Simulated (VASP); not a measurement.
# PtSe2 (Fm-3m) in VASP: a series of runs

Aim: see how the results for PtSe2 move with the level of theory and the settings. Levels: LDA, r2SCAN, PBEsol. Tasks: single point, relaxation of cell and atoms.

All numbers are computed with VASP 6.6.1; they aren't measurements. Logs are shortened: lines on timing, memory, paths and dates and some standing lists are left out, and cuts for length are marked.

## 1. The cell of the first run

It takes space group Fm-3m (No. 225, cubic). Conventional cell: a = 6.262 Å, b = 6.262 Å, c = 6.262 Å, α = 90.00°, β = 90.00°, γ = 90.00°. Within 3.6 Å of Pt (site symmetry m-3m) lie 8 Se at 2.71 Å. Within 3.6 Å of Se (site symmetry -43m) lie 4 Pt at 2.71 Å and 6 Se at 3.13 Å.

## 2. Single point, LDA

Contents of INCAR:

```
ALGO = Normal
EDIFF = 1E-6
ENCUT = 520
ISIF = 2
ISMEAR = -1
LASPH = T
LCHARG = F
LREAL = F
LWAVE = F
NBANDS = 18
NELM = 60
PREC = Accurate
SIGMA = 0.02
```

Contents of KPOINTS:

```
k-points
0
Gamma
  8 8 8
```

Contents of POSCAR:

```
PtSe2
1.0
    0.0000000000      3.1308957810      3.1308957810
    3.1308957810      0.0000000000      3.1308957810
    3.1308957810      3.1308957810      0.0000000000
Pt Se
1 2
Direct
    0.0000000000      0.0000000000      0.0000000000
    0.2500000000      0.2500000000      0.2500000000
    0.7500000000      0.7500000000      0.7500000000
```

Potentials or basis: VASP PAW LDA potentials, release 64 (Pt, Se).

The run is started by

```
$ cat potpaw_LDA.64/Pt/POTCAR potpaw_LDA.64/Se/POTCAR > POTCAR
$ mpirun -np 1 vasp_std > vasp.out
```

OUTCAR:

```text
EDIFF = 1E-6
   ENCUT = 520
   ISIF = 2
   ISMEAR = -1
   LASPH = T
   LREAL = F
   NELM = 60
   PREC = Accurate

 ion  position               nearest neighbor table
   1  0.000  0.000  0.000-   3 2.71   3 2.71   3 2.71   2 2.71   3 2.71   2 2.71   2 2.71   2 2.71

   2  0.250  0.250  0.250-   1 2.71   1 2.71   1 2.71   1 2.71
   3  0.750  0.750  0.750-   1 2.71   1 2.71   1 2.71   1 2.71

  LATTYP: Found a face centered cubic cell.
 ALAT       =     6.2617915620

  Lattice vectors:

 A1 = (   0.0000000000,   3.1308957810,   3.1308957810)
 A2 = (   3.1308957810,   0.0000000000,   3.1308957810)
 A3 = (   3.1308957810,   3.1308957810,   0.0000000000)

Analysis of symmetry for initial positions (statically):
=====================================================================
 Subroutine PRICEL returns:
 Original cell was already a primitive cell.

 Routine SETGRP: Setting up the symmetry group for a
 face centered cubic supercell.

 Subroutine GETGRP returns: Found 48 space group operations
 (whereof 48 operations were pure point group operations)
 out of a pool of 48 trial point group operations.

The static configuration has the point symmetry O_h .

Analysis of symmetry for dynamics (positions and initial velocities):
=====================================================================
 Subroutine PRICEL returns:
 Original cell was already a primitive cell.

 Routine SETGRP: Setting up the symmetry group for a
 face centered cubic supercell.

 Subroutine GETGRP returns: Found 48 space group operations
 (whereof 48 operations were pure point group operations)
 out of a pool of 48 trial point group operations.

The dynamic configuration has the point symmetry O_h .

 Subroutine INISYM returns: Found 48 space group operations
 (whereof 48 operations are pure point group operations),
 and found     1 'primitive' translations

----------------------------------------------------------------------------------------

                                     Primitive cell

  volume of cell :      61.3813

  direct lattice vectors                    reciprocal lattice vectors
     0.000000000  3.130895781  3.130895781    -0.159698704  0.159698704  0.159698704
     3.130895781  0.000000000  3.130895781     0.159698704 -0.159698704  0.159698704
     3.130895781  3.130895781  0.000000000     0.159698704  0.159698704 -0.159698704

  length of vectors
[... 82 lines left out ...]
   ENCUT  =  520.0 eV  38.22 Ry    6.18 a.u.   8.23  8.23  8.23*2*pi/ulx,y,z
   NELM   =     60;   NELMIN=  2; NELMDL= -5     # of ELM steps
   EDIFF  = 0.1E-05   stopping-criterion for ELM
   LREAL  =      F    real-space projection
   EDIFFG = 0.1E-04   stopping-criterion for IOM
   NSW    =      0    number of steps for IOM
   IBRION =     -1    ionic relax: 0-MD 1-quasi-New 2-CG
   NFREE  =      0    steps in history (QN), initial steepest desc. (CG)
   ISIF   =      2    stress and relaxation
   ISYM   =      2    0-nonsym 1-usesym 2-fastsym
   POTIM  = 0.5000    time-step for ionic-motion
   TEBEG  =    0.0;   TEEND  =   0.0 temperature during run
   PSTRESS=    0.0 pullay stress
   NELECT =      22.0000    total number of electrons
   NUPDOWN=      -1.0000    fix difference up-down
   EMIN   =  10.00;   EMAX   =-10.00  energy-range for DOS
   EFERMI =   0.00;   METHOD = LEGACY
   ISMEAR =    -1;   SIGMA  =   0.02  broadening in eV -4-tet -1-fermi 0-gaus
   EFERMI_NEDOS =   21; number of points for ismear=-14 and -15
   IALGO  =     38    algorithm
   IMIX   =      4    mixing-type and parameters
     AMIX     =   0.40;   BMIX     =  1.00
     AMIX_MAG =   1.60;   BMIX_MAG =  1.00
  volume/ion in A,a.u.               =      20.46       138.07
  Fermi-wavevector in a.u.,A,eV,Ry     =   1.162886  2.197536 18.399209  1.352304
  Thomas-Fermi vector in A             =   2.299442
   LORBIT       =      0    0 simple, 1 ext, 2 COOP (PROOUT), +10 PAW based schemes
   GGA     = CA    functional components
   LHFCALC =     F    Hartree Fock is set to
   AEXX    =    0.0000 exact exchange contribution
   IVDW    =     0    specifies the selected vdW correction
   LEPSILON=     F    determine dielectric tensor
   LRPA    =     F    only Hartree local field effects (RPA)
 non-spin polarized calculation
  energy-cutoff  :      520.00
  volume of cell :       61.38
 maximum number of plane-waves:      1676
 NGX is ok and might be reduce to    36
   NGX = 17   NGY = 17   NGZ = 17

 number of electron      21.9999997 magnetization

 Free energy of the ion-electron system (eV)
  ---------------------------------------------------
  ext. energy  EPLUGINS =         0.00000000
  ---------------------------------------------------
  free energy    TOTEN  =       -15.62657317 eV

  energy without entropy =      -15.61778312  energy(sigma->0) =      -15.62217814

 E-fermi :   6.9574     XC(G=0): -10.9189

 val. band max:        6.9555345602   @ k =  -0.1250   0.1250   0.0000
 cond. band min:       6.9597066268   @ k =   0.2500   0.0000   0.0000
 fundamental gap:      0.0041720665
 Fermi energy:         6.9573739358

 k-point     1 :       0.0000    0.0000    0.0000
  band No.  band energies     occupation
      1      -9.2890      2.00000
      2      -5.3791      2.00000
      3       0.0575      2.00000
      4       0.0575      2.00000
      5       0.0575      2.00000
      6       2.9806      2.00000
[... 481 lines left out ...]
      5       1.1583      2.00000
      6       2.2432      2.00000
[... 10 lines left out ...]
     17      14.9041      0.00000
     18      15.7497      0.00000

 [... further k-points ...]

------------------------ aborting loop because EDIFF is reached ----------------------------------------

  FORCE on cell =-STRESS in cart. coord.  units (eV):
  Direction    XX          YY          ZZ          XY          YZ          ZX
  --------------------------------------------------------------------------------------
  -------------------------------------------------------------------------------------
  Total       -2.1420214     -2.1420214     -2.1420214     -0.0000000     -0.0000000      0.0000000
  in kB      -55.9111679    -55.9111679    -55.9111679     -0.0000000     -0.0000000      0.0000000
  external PRESSURE =     -55.9111679 kB  Pullay stress =       0.0000000 kB

 VOLUME and BASIS-vectors are now :
 -----------------------------------------------------------------------------
  energy-cutoff  :      520.00
  volume of cell :       61.38
      direct lattice vectors                 reciprocal lattice vectors
     0.000000000  3.130895781  3.130895781    -0.159698704  0.159698704  0.159698704
     3.130895781  0.000000000  3.130895781     0.159698704 -0.159698704  0.159698704
     3.130895781  3.130895781  0.000000000     0.159698704  0.159698704 -0.159698704

 POSITION                                       TOTAL-FORCE (eV/Angst)
 -----------------------------------------------------------------------------------
      0.00000      0.00000      0.00000        -0.000000     -0.000000     -0.000000
      1.56545      1.56545      1.56545        -0.000000     -0.000000     -0.000000
      4.69634      4.69634      4.69634         0.000000      0.000000      0.000000
 -----------------------------------------------------------------------------------
    total drift:                               -0.000000      0.000000      0.000000

  FREE ENERGIE OF THE ION-ELECTRON SYSTEM (eV)
  ---------------------------------------------------
  free  energy   TOTEN  =       -15.6265731717 eV

  energy  without entropy=      -15.6177831169  energy(sigma->0) =      -15.62217814
```

Run time: 32 s. Hardware: 1 thread of Intel Xeon Platinum 8488C (Sapphire Rapids), shared host; peak memory 0.18 GiB.

Results:

```
Free energy            : -15.6266 eV
Pressure               : -5.6 GPa
Band gap on the k mesh : zero (bands 11 and 12 overlap by 0.47 eV)
```

Levels at points of the mesh, in eV from the Fermi level:
| k point | band 9 | band 10 | band 11 | band 12 | band 13 | band 14 |
| --- | --- | --- | --- | --- | --- | --- |
| (0.00, 0.00, 0.00) | -1.39 | -1.39 | 0.01 | 0.01 | 0.01 | 1.44 |
| (0.50, 0.00, 0.00) | -3.84 | -3.84 | -2.61 | 0.14 | 0.14 | 4.26 |
| (0.50, 0.50, 0.00) | -3.63 | -2.78 | 0.39 | 1.23 | 1.23 | 1.65 |

Caveat: the cell stands under tension; spin-orbit coupling is left out, which moves the levels of the heavy elements.

## 3. Single point, r2SCAN

POSCAR is that of step 2.

Contents of INCAR.step1:

```
PREC = Accurate
ENCUT = 520
ISMEAR = -1
SIGMA = 0.02
LREAL = False
LASPH = True
NELM = 60
NBANDS = 18
GGA = PE
ALGO = Normal
EDIFF = 1E-4
LWAVE = True
LCHARG = False
```

Contents of INCAR.step2:

```
PREC = Accurate
ENCUT = 520
EDIFF = 1E-6
ISMEAR = -1
SIGMA = 0.02
LREAL = False
LASPH = True
NELM = 60
ALGO = Normal
ISIF = 2
LWAVE = False
LCHARG = False
METAGGA = R2SCAN
LMIXTAU = True
NBANDS = 18
ISTART = 1
```

Contents of KPOINTS:

```
regular mesh
0
Gamma
  8 8 8
```

Potentials or basis: VASP PAW PBE potentials, release 64 (Pt, Se).

The run is started by

```
$ cat potpaw_PBE.64/Pt/POTCAR potpaw_PBE.64/Se/POTCAR > POTCAR
$ cp INCAR.step1 INCAR
$ mpirun -np 1 vasp_std > vasp.out
$ cp INCAR.step2 INCAR
$ mpirun -np 1 vasp_std > vasp.out
```

It took 1.8 min on 1 thread of Intel Xeon Platinum 8488C (Sapphire Rapids), shared host; peak memory 0.22 GiB.

Results (log left out):

| Quantity | Value |
| --- | --- |
| Free energy | -79.6208 eV |
| Pressure | -0.1 GPa |
| Band gap on the k mesh | zero (bands 11 and 12 overlap by 0.42 eV) |

Levels at points of the mesh, in eV from the Fermi level:
| k point | band 9 | band 10 | band 11 | band 12 | band 13 | band 14 |
| --- | --- | --- | --- | --- | --- | --- |
| (0.00, 0.00, 0.00) | -1.51 | -1.51 | 0.02 | 0.02 | 0.02 | 1.93 |
| (0.50, 0.00, 0.00) | -4.03 | -3.94 | -2.62 | 0.13 | 0.13 | 4.60 |
| (0.50, 0.50, 0.00) | -3.83 | -2.81 | 0.35 | 1.26 | 1.26 | 1.84 |

Caveat: the PAW data sets were made with another functional, which shifts forces and pressure a little; spin-orbit coupling is left out, which moves the levels of the heavy elements.

## 4. Relaxation of cell and atoms, PBEsol

This run uses another cell than the first one, of 20.76 Å³/atom.

Contents of INCAR:

```
SYSTEM = PtSe2
PREC = Accurate ; ENCUT = 600
EDIFF = 1E-6 ; ISMEAR = -1
SIGMA = 0.02 ; LREAL = .False.
LASPH = .True. ; NELM = 80
ALGO = Normal ; ISIF = 3
LWAVE = .False. ; LCHARG = .False.
GGA = PS ; IBRION = 2
NSW = 80 ; EDIFFG = -0.005
```

Contents of KPOINTS:

```
Automatic mesh
0
Gamma
  6 6 6
  0 0 0
```

Contents of POSCAR:

```
PtSe2
1.0
    0.0000000000      3.1459370854      3.1459370854
    3.1459370854      0.0000000000      3.1459370854
    3.1459370854      3.1459370854      0.0000000000
Pt Se
1 2
Direct
    0.0000000000      0.0000000000      0.0000000000
    0.2500000000      0.2500000000      0.2500000000
    0.7500000000      0.7500000000      0.7500000000
```

The run is started by

```
$ cat potpaw_PBE.64/Pt/POTCAR potpaw_PBE.64/Se/POTCAR > POTCAR
$ mpirun -np 1 vasp_std > vasp.out
```

It took 78 s on 1 thread of Intel Xeon Platinum 8488C (Sapphire Rapids), shared host; peak memory 0.21 GiB.

The run converged. Its results:

- Free energy: -14.5070 eV
- Relaxed volume: 19.87 Å³/atom
- Relaxed cell: a = 4.385 Å, b = 4.385 Å, c = 4.385 Å, α = 60.00°, β = 60.00°, γ = 60.00°
- Space group after relaxing (to 0.1 Å): Fm-3m (No. 225)
- Energy gained by relaxing: 14.1 meV/atom
- Ionic steps: 6
- Pressure after relaxing: 0.0 GPa
- Band gap on the k mesh: zero (bands 11 and 12 overlap by 0.51 eV)

The path:
```tsv
step	energy change (eV)	largest force (eV/Å)	pressure (GPa)	volume (Å³)
1	0.0000	0.0000	-4.89	62.27
2	0.0171	0.0000	6.91	56.73
3	-0.0423	0.0000	-0.05	59.64
4	-0.0423	0.0000	0.06	59.59
5	-0.0423	0.0000	-0.07	59.65
6	-0.0423	0.0000	0.00	59.61
```

Final structure:
```cif
data_structure
_symmetry_space_group_name_H-M 'P 1'
_symmetry_Int_Tables_number 1
_cell_length_a 4.3849
_cell_length_b 4.3849
_cell_length_c 4.3849
_cell_angle_alpha 60.000
_cell_angle_beta 60.000
_cell_angle_gamma 60.000
_cell_volume 59.61
loop_
_atom_site_label
_atom_site_type_symbol
_atom_site_fract_x
_atom_site_fract_y
_atom_site_fract_z
_atom_site_occupancy
Pt1 Pt 0.00000 0.00000 0.00000 1
Se1 Se 0.25000 0.25000 0.25000 1
Se2 Se 0.75000 0.75000 0.75000 1
```

Levels at points of the mesh, in eV from the Fermi level:
| k point | band 7 | band 8 | band 9 | band 10 | band 11 | band 12 | band 13 | band 14 | band 15 |
| --- | --- | --- | --- | --- | --- | --- | --- | --- | --- |
| (0.00, 0.00, 0.00) | -4.17 | -1.39 | -1.39 | -1.39 | 0.05 | 0.05 | 0.05 | 1.66 | 3.00 |
| (0.50, 0.00, 0.00) | -4.03 | -3.97 | -3.97 | -3.93 | -2.63 | 0.17 | 0.17 | 4.44 | 5.97 |
| (0.50, 0.50, 0.00) | -4.93 | -4.11 | -3.81 | -2.82 | 0.50 | 1.36 | 1.36 | 1.62 | 6.30 |

Caveat: the PAW data sets were made with another functional, which shifts forces and pressure a little; spin-orbit coupling is left out, which moves the levels of the heavy elements.

## 5. Relaxation of cell and atoms, LDA

This run uses another cell than the first one, of 20.76 Å³/atom.

Contents of INCAR:

```
PREC     = Accurate       # precision mode
ENCUT    = 600            # plane-wave cutoff, eV
EDIFF    = 1E-6           # SCF threshold, eV
ISMEAR   = -1             # smearing method
SIGMA    = 0.02           # smearing width, eV
LREAL    = F              # projectors in reciprocal space
LASPH    = T              # aspherical terms in the spheres
NELM     = 60             # most SCF steps
ALGO     = Normal         # electronic algorithm
ISIF     = 3              # what is computed and relaxed
LWAVE    = F              # write WAVECAR
LCHARG   = F              # write CHGCAR
IBRION   = 2              # ionic algorithm
NSW      = 80             # ionic steps
EDIFFG   = -0.005         # ionic threshold
```

Contents of KPOINTS:

```
Automatic mesh
0
Gamma
  6 6 6
```

POSCAR is that of step 4.

Potentials or basis: VASP PAW LDA potentials, release 64 (Pt, Se).

The run is started by

```
$ cat potpaw_LDA.64/Pt/POTCAR potpaw_LDA.64/Se/POTCAR > POTCAR
$ mpirun -np 1 vasp_std > vasp.out
```

It took 44 s on 1 thread of Intel Xeon Platinum 8488C (Sapphire Rapids), shared host; peak memory 0.18 GiB.

The run converged. Its results:

| Item | Value |
| --- | --- |
| Free energy | -15.6821 eV |
| Relaxed volume | 19.53 Å³/atom |
| Relaxed cell | a = 4.359 Å, b = 4.359 Å, c = 4.359 Å, α = 60.00°, β = 60.00°, γ = 60.00° |
| Space group after relaxing (to 0.1 Å) | Fm-3m (No. 225) |
| Energy gained by relaxing | 28.1 meV/atom |
| Ionic steps | 4 |
| Pressure after relaxing | 0.0 GPa |
| Band gap on the k mesh | zero (bands 11 and 12 overlap by 0.52 eV) |

The path:
```tsv
step	energy change (eV)	largest force (eV/Å)	pressure (GPa)	volume (Å³)
1	0.0000	0.0000	-6.93	62.27
2	0.0489	0.0000	11.18	54.52
3	-0.0841	0.0000	-0.13	58.66
4	-0.0842	0.0000	0.04	58.59
```

Final structure:
```yaml
crystal:
  lattice:
    - [0.00000, 3.08263, 3.08263]
    - [3.08263, 0.00000, 3.08263]
    - [3.08263, 3.08263, 0.00000]
  atoms:
    - { symbol: Pt, position: [0.00000, 0.00000, 0.00000] }
    - { symbol: Se, position: [0.25000, 0.25000, 0.25000] }
    - { symbol: Se, position: [0.75000, 0.75000, 0.75000] }
```

Levels at points of the mesh, in eV from the Fermi level:
| k point | band 7 | band 8 | band 9 | band 10 | band 11 | band 12 | band 13 | band 14 | band 15 |
| --- | --- | --- | --- | --- | --- | --- | --- | --- | --- |
| (0.00, 0.00, 0.00) | -4.27 | -1.42 | -1.42 | -1.42 | 0.06 | 0.06 | 0.06 | 1.76 | 2.98 |
| (0.50, 0.00, 0.00) | -4.13 | -4.03 | -4.03 | -3.99 | -2.66 | 0.19 | 0.19 | 4.53 | 5.94 |
| (0.50, 0.50, 0.00) | -5.05 | -4.21 | -3.90 | -2.87 | 0.50 | 1.39 | 1.39 | 1.62 | 6.39 |

Caveat: spin-orbit coupling is left out, which moves the levels of the heavy elements.

## 6. Summary

```tsv
task	level	potentials or basis	cell	k mesh	cutoff (eV)	gap on the mesh (eV)	pressure (GPa)	relaxed volume (Å³/atom)
single point	LDA	VASP PAW LDA potentials, release 64 (Pt, Se)	a = 4.428 Å, angles 60.0°, 3 atoms	8 × 8 × 8	520	none	-5.6	-
single point	r2SCAN	VASP PAW PBE potentials, release 64 (Pt, Se)	a = 4.428 Å, angles 60.0°, 3 atoms	8 × 8 × 8	520	none	-0.1	-
relaxation of cell and atoms	PBEsol	VASP PAW PBE potentials, release 64 (Pt, Se)	relaxed from a = 4.449 Å, angles 60.0°, 3 atoms	6 × 6 × 6	600	none	0.0	19.87
relaxation of cell and atoms	LDA	VASP PAW LDA potentials, release 64 (Pt, Se)	relaxed from a = 4.449 Å, angles 60.0°, 3 atoms	6 × 6 × 6	600	none	0.0	19.53
```

Alike in all rows: no spin polarisation; smearing fermi-dirac 0.02 eV.

Caveats: spin-orbit coupling is left out, which moves the levels of the heavy elements; the PAW data sets were made with another functional, which shifts forces and pressure a little (at least some runs); the cell stands under tension (at least some runs).

Total energies depend on the potentials used, so only differences within one code and one set of settings carry meaning.
